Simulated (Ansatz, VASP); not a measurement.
**Ba in VASP and in Ansatz**

```
Ba
1.0
    -2.37570    2.37570    2.37570
     2.37570   -2.37570    2.37570
     2.37570    2.37570   -2.37570
Ba
1
Cartesian
  0.0000 0.0000 0.0000
```

Alike in both runs: functional LDA; k mesh 12 × 12 × 12; occupations gaussian, width 0.1 eV; no spin polarisation.

Ansatz relaxed the structure, and its values are those at the end. VASP's run is a single point on that final structure, the one shown.

```csv
,VASP,Ansatz
version,VASP 6.6.1,Ansatz 0.2.0
potentials or method,"VASP PAW LDA potentials, release 64 (Ba_sv), cutoff 520 eV","scalar-relativistic, plane waves, PAW"
valence electrons in the cell,10,10
```

```csv
,VASP,Ansatz,Ansatz less VASP
gap on the k mesh at the Fermi level (eV),none,none,-
pressure (GPa),0.1,0.0,-0.09
```

Ansatz warns that its potentials were made for another functional, while VASP's fit it. LDA's correlation is that of Perdew and Zunger in VASP and of Perdew and Wang (1992) in Ansatz. A gap of «none» marks a metal or a gap that the smearing closes.

Neither program's run includes spin-orbit coupling.
